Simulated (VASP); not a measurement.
# Fe (Fd-3m) in VASP: a series of runs

Fe is run at these levels: PBE; tasks: relaxation of cell and atoms, single point.

Program: VASP 6.6.1. These are calculated values, not measurements. Logs are shortened: lines on timing, memory, paths and dates and some standing lists are left out, and cuts for length are marked.

**1. The cell of the first run**

The structure is cubic, space group Fd-3m (No. 227). The conventional cell has a = 5.029 Å, b = 5.029 Å, c = 5.029 Å, α = 90.00°, β = 90.00°, γ = 90.00°. Fe (site symmetry -43m) has 4 Fe at 2.18 Å within 2.9 Å.

**2. Relaxation of cell and atoms, PBE**

File INCAR:

```
  ALGO = Normal
  EDIFF = 1E-6
  EDIFFG = -0.01
  ENCUT = 600
  GGA = PE
  IBRION = 2
  ISIF = 3
  ISMEAR = -1
  LASPH = True
  LCHARG = False
  LREAL = False
  LWAVE = False
  NELM = 60
  NSW = 80
  PREC = Accurate
  SIGMA = 0.1
```

File KPOINTS:

```
k-points
0
Gamma
  11 11 11
```

File POSCAR:

```
Fe
1.0
    0.0000000000      2.5145090540      2.5145090540
    2.5145090540      0.0000000000      2.5145090540
    2.5145090540      2.5145090540      0.0000000000
Fe
2
Direct
    0.1250000000      0.1250000000      0.1250000000
    0.8750000000      0.8750000000      0.8750000000
```

Potentials or basis: VASP PAW PBE potentials, release 64 (Fe).

On the command line:

```console
$ cat potpaw_PBE.64/Fe/POTCAR > POTCAR
$ mpirun -np 1 vasp_std > vasp.out
```

OUTCAR:

```text
EDIFF = 1E-6
   EDIFFG = -0.01
   ENCUT = 600
   GGA = PE
   IBRION = 2
   ISIF = 3
   ISMEAR = -1
   LASPH = True
   LREAL = False
   NELM = 60
   NSW = 80
   PREC = Accurate

 ion  position               nearest neighbor table
   1  0.125  0.125  0.125-   2 2.18   2 2.18   2 2.18   2 2.18
   2  0.875  0.875  0.875-   1 2.18   1 2.18   1 2.18   1 2.18

  LATTYP: Found a face centered cubic cell.
 ALAT       =     5.0290181080

  Lattice vectors:

 A1 = (   0.0000000000,   2.5145090540,   2.5145090540)
 A2 = (   2.5145090540,   0.0000000000,   2.5145090540)
 A3 = (   2.5145090540,   2.5145090540,   0.0000000000)

Analysis of symmetry for initial positions (statically):
=====================================================================
 Subroutine PRICEL returns:
 Original cell was already a primitive cell.

 Routine SETGRP: Setting up the symmetry group for a
 face centered cubic supercell.

 Subroutine GETGRP returns: Found 48 space group operations
 (whereof 12 operations were pure point group operations)
 out of a pool of 48 trial point group operations.

The static configuration has the point symmetry D_3d.
 The point group associated with its full space group is O_h .

Analysis of symmetry for dynamics (positions and initial velocities):
=====================================================================
 Subroutine PRICEL returns:
 Original cell was already a primitive cell.

 Routine SETGRP: Setting up the symmetry group for a
 face centered cubic supercell.

 Subroutine GETGRP returns: Found 48 space group operations
 (whereof 12 operations were pure point group operations)
 out of a pool of 48 trial point group operations.

The dynamic configuration has the point symmetry D_3d.
 The point group associated with its full space group is O_h .

 Subroutine INISYM returns: Found 48 space group operations
 (whereof 12 operations are pure point group operations),
 and found     1 'primitive' translations

----------------------------------------------------------------------------------------

                                     Primitive cell

  volume of cell :      31.7973

  direct lattice vectors                    reciprocal lattice vectors
     0.000000000  2.514509054  2.514509054    -0.198845973  0.198845973  0.198845973
     2.514509054  0.000000000  2.514509054     0.198845973 -0.198845973  0.198845973
     2.514509054  2.514509054  0.000000000     0.198845973  0.198845973 -0.198845973

  length of vectors
     3.556052807  3.556052807  3.556052807     0.344411328  0.344411328  0.344411328

  position of ions in fractional coordinates (direct lattice)
     0.125000000  0.125000000  0.125000000
     0.875000000  0.875000000  0.875000000

  ion indices of the primitive-cell ions
   primitive index   ion index
                 1           1
                 2           2

----------------------------------------------------------------------------------------

 KPOINTS: k-points

Automatic generation of k-mesh.
 Grid dimensions read from file:
 generate k-points for:   11   11   11

 Generating k-lattice:

  Cartesian coordinates                     Fractional coordinates (reciprocal lattice)
    -0.018076907  0.018076907  0.018076907     0.090909091  0.000000000  0.000000000
     0.018076907 -0.018076907  0.018076907     0.000000000  0.090909091  0.000000000
     0.018076907  0.018076907 -0.018076907     0.000000000  0.000000000  0.090909091

  Length of vectors
     0.031310121  0.031310121  0.031310121

  Shift w.r.t. Gamma in fractional coordinates (k-lattice)
     0.000000000  0.000000000  0.000000000

 Subroutine IBZKPT returns following result:
 ===========================================

 Found     56 irreducible k-points:

 Following reciprocal coordinates:
            Coordinates               Weight
  0.000000  0.000000  0.000000      1.000000
  0.090909  0.000000  0.000000      8.000000
  0.181818  0.000000  0.000000      8.000000
  0.272727  0.000000  0.000000      8.000000
  0.363636  0.000000  0.000000      8.000000
  0.454545  0.000000  0.000000      8.000000
[... 16 lines left out ...]
 -0.272727  0.181818  0.000000     24.000000
 -0.181818  0.181818  0.000000     12.000000
 [... further k-points ...]
   k-points           NKPTS =     56   k-points in BZ     NKDIM =     56   number of bands    NBANDS=     12
   number of dos      NEDOS =    301   number of ions     NIONS =      2
   total plane-waves  NPLWV =  21952
   dimension x,y,z NGX =    28 NGY =   28 NGZ =   28
   dimension x,y,z NGXF=    56 NGYF=   56 NGZF=   56
   ions per type =               2
   NGX,Y,Z   is equivalent  to a cutoff of  13.09, 13.09, 13.09 a.u.
   NGXF,Y,Z  is equivalent  to a cutoff of  26.18, 26.18, 26.18 a.u.
 SYSTEM =  unknown system
   PREC   = accura    normal or accurate (medium, high low for compatibility)
   ISTART =      0    job   : 0-new  1-cont  2-samecut
   ICHARG =      2    charge: 1-file 2-atom 10-const
   ISPIN  =      1    spin polarized calculation?
   LNONCOLLINEAR =      F non collinear calculations
   LSORBIT =      F    spin-orbit coupling
   LASPH  =      T    aspherical Exc in radial PAW
   ENCUT  =  600.0 eV  44.10 Ry    6.64 a.u.   7.10  7.10  7.10*2*pi/ulx,y,z
   NELM   =     60;   NELMIN=  2; NELMDL= -5     # of ELM steps
   EDIFF  = 0.1E-05   stopping-criterion for ELM
   LREAL  =      F    real-space projection
   EDIFFG = -.1E-01   stopping-criterion for IOM
   NSW    =     80    number of steps for IOM
   IBRION =      2    ionic relax: 0-MD 1-quasi-New 2-CG
   NFREE  =      1    steps in history (QN), initial steepest desc. (CG)
   ISIF   =      3    stress and relaxation
   ISYM   =      2    0-nonsym 1-usesym 2-fastsym
   POTIM  = 0.5000    time-step for ionic-motion
   TEBEG  =    0.0;   TEEND  =   0.0 temperature during run
   PSTRESS=    0.0 pullay stress
   NELECT =      16.0000    total number of electrons
   NUPDOWN=      -1.0000    fix difference up-down
   EMIN   =  10.00;   EMAX   =-10.00  energy-range for DOS
   EFERMI =   0.00;   METHOD = LEGACY
   ISMEAR =    -1;   SIGMA  =   0.10  broadening in eV -4-tet -1-fermi 0-gaus
   EFERMI_NEDOS =   21; number of points for ismear=-14 and -15
   IALGO  =     38    algorithm
   IMIX   =      4    mixing-type and parameters
     AMIX     =   0.40;   BMIX     =  1.00
     AMIX_MAG =   1.60;   BMIX_MAG =  1.00
  volume/ion in A,a.u.               =      15.90       107.29
  Fermi-wavevector in a.u.,A,eV,Ry     =   1.302122  2.460653 23.068968  1.695521
  Thomas-Fermi vector in A             =   2.433211
   LORBIT       =      0    0 simple, 1 ext, 2 COOP (PROOUT), +10 PAW based schemes
   GGA     = PE    functional components
   LHFCALC =     F    Hartree Fock is set to
   AEXX    =    0.0000 exact exchange contribution
   IVDW    =     0    specifies the selected vdW correction
   LEPSILON=     F    determine dielectric tensor
   LRPA    =     F    only Hartree local field effects (RPA)
 conjugate gradient relaxation of ions
 non-spin polarized calculation
  energy-cutoff  :      600.00
  volume of cell :       31.80
 maximum number of plane-waves:      1071
   NGX = 15   NGY = 15   NGZ = 15

--------------------------------------- Ionic step        1  -------------------------------------------

 number of electron      16.0000002 magnetization

 Free energy of the ion-electron system (eV)
  ---------------------------------------------------
  ext. energy  EPLUGINS =         0.00000000
  ---------------------------------------------------
  free energy    TOTEN  =       -13.90301897 eV

  energy without entropy =      -13.80829483  energy(sigma->0) =      -13.85565690

 E-fermi :   2.8469     XC(G=0): -11.0382

 val. band max:        2.8458904891   @ k =   0.2727   0.1818   0.0000
 cond. band min:       2.8533043230   @ k =  -0.4545   0.0909   0.0000
 fundamental gap:      0.0074138339
 Fermi energy:         2.8469276372

 k-point     1 :       0.0000    0.0000    0.0000
  band No.  band energies     occupation
      1      -3.3747      2.00000
      2       0.4403      2.00000
      3       0.4403      2.00000
      4       0.6483      2.00000
      5       0.6483      2.00000
      6       0.6483      2.00000
      7       2.4907      1.94484
      8       2.4907      1.94484
      9       2.4907      1.94484
     10       3.9009      0.00005
     11       3.9009      0.00005
     12      16.1676      0.00000
[... 331 lines left out ...]
 k-point    24 :      -0.1818    0.1818    0.0000
  band No.  band energies     occupation
      1      -1.8034      2.00000
      2       0.0887      2.00000
      3       0.4613      2.00000
      4       0.6322      2.00000
      5       0.9067      2.00000
      6       1.3127      2.00000
      7       1.9266      1.99980
      8       2.2415      1.99532
      9       2.9772      0.42730
     10       3.5521      0.00173
     11       4.0405      0.00001
     12       9.5904      0.00000

 [... further k-points ...]
[... 5 lines left out ...]
  --------------------------------------------------------------------------------------
  -------------------------------------------------------------------------------------
  Total       -2.4624903     -2.4624903     -2.4624903      0.0000000     -0.0000000      0.0000000
  in kB     -124.0782038   -124.0782038   -124.0782038      0.0000000     -0.0000000      0.0000000
  external PRESSURE =    -124.0782038 kB  Pullay stress =       0.0000000 kB
[... 165 lines left out ...]
  energy  without entropy=      -13.9517294638  energy(sigma->0) =      -13.99357391

--------------------------------------- Ionic step        6  -------------------------------------------

 number of electron      16.0000009 magnetization

 Free energy of the ion-electron system (eV)
  ---------------------------------------------------
  ext. energy  EPLUGINS =         0.00000000
  ---------------------------------------------------
  free energy    TOTEN  =       -14.03542861 eV

  energy without entropy =      -13.95181948  energy(sigma->0) =      -13.99362404

 E-fermi :   3.6787     XC(G=0): -11.5593

 val. band max:        3.6772285197   @ k =   0.2727   0.1818   0.0000
 cond. band min:       3.6819355246   @ k =   0.4545   0.3636   0.0909
 fundamental gap:      0.0047070049
 Fermi energy:         3.6787443312

 k-point     1 :       0.0000    0.0000    0.0000
  band No.  band energies     occupation
      1      -3.0211      2.00000
      2       0.9015      2.00000
      3       0.9015      2.00000
      4       1.2103      2.00000
      5       1.2103      2.00000
      6       1.2103      2.00000
      7       3.2746      1.96547
      8       3.2746      1.96547
      9       3.2746      1.96547
     10       4.9176      0.00001
     11       4.9176      0.00001
     12      18.0424      0.00000
[... 331 lines left out ...]
 k-point    24 :      -0.1818    0.1818    0.0000
  band No.  band energies     occupation
      1      -1.3356      2.00000
      2       0.5065      2.00000
      3       0.9354      2.00000
      4       1.1906      2.00000
      5       1.4994      2.00000
      6       1.9623      2.00000
      7       2.6280      1.99995
      8       2.9831      1.99810
      9       3.8189      0.39512
     10       4.5049      0.00052
     11       5.0785      0.00000
     12      11.0454      0.00000

 [... further k-points ...]
[... 5 lines left out ...]
  --------------------------------------------------------------------------------------
  -------------------------------------------------------------------------------------
  Total        0.0005584      0.0005584      0.0005584      0.0000000      0.0000000      0.0000000
  in kB        0.0311888      0.0311888      0.0311888      0.0000000      0.0000000      0.0000000
  external PRESSURE =       0.0311888 kB  Pullay stress =       0.0000000 kB
[... 17 lines left out ...]
  FREE ENERGIE OF THE ION-ELECTRON SYSTEM (eV)
  ---------------------------------------------------
  free  energy   TOTEN  =       -14.0354286090 eV

  energy  without entropy=      -13.9518194752  energy(sigma->0) =      -13.99362404

 reached required accuracy - stopping structural energy minimisation
```

Run time: 93 s. Hardware: 1 thread of Intel Xeon 6975P-C, shared host; peak memory 0.18 GiB.

What came out:

```
Free energy                            : -14.0354 eV
Relaxed volume                         : 14.34 Å³/atom
Relaxed cell                           : a = 3.436 Å, b = 3.436 Å, c = 3.436 Å, α = 60.00°, β = 60.00°, γ = 60.00°
Space group after relaxing (to 0.05 Å) : Fd-3m (No. 227)
Energy gained by relaxing              : 66.2 meV/atom
Ionic steps                            : 6
Pressure after relaxing                : 0.0 GPa
Band gap on the k mesh                 : zero (band 8 reaches 3.93 eV, above the bottom of band 9 at 3.26 eV)
```

The path:
```csv
step,energy change (eV),largest force (eV/Å),pressure (GPa),volume (Å³)
1,0.0000,0.0000,-12.41,31.80
2,-0.0384,0.0000,14.55,26.46
3,-0.1324,0.0000,-0.16,28.72
4,-0.1324,0.0000,0.16,28.66
5,-0.1324,0.0000,-0.12,28.71
6,-0.1324,0.0000,0.00,28.69
```

Final structure:
```
CELL_PARAMETERS angstrom
0.00000 2.42966 2.42966
2.42966 0.00000 2.42966
2.42966 2.42966 0.00000
ATOMIC_POSITIONS crystal
Fe 0.12500 0.12500 0.12500
Fe 0.87500 0.87500 0.87500
```

Levels at points of the mesh, in eV from the Fermi level:
| k point | band 4 | band 5 | band 6 | band 7 | band 8 | band 9 | band 10 | band 11 | band 12 |
| --- | --- | --- | --- | --- | --- | --- | --- | --- | --- |
| (0.00, 0.00, 0.00) | -2.47 | -2.47 | -2.47 | -0.40 | -0.40 | -0.40 | 1.24 | 1.24 | 14.36 |

Caveat: the run has no spin polarisation, though such a crystal can be magnetic. Spin polarisation is off, so any magnetic state and its effect on volume and gap are missing.

[end of part 1 of 2]
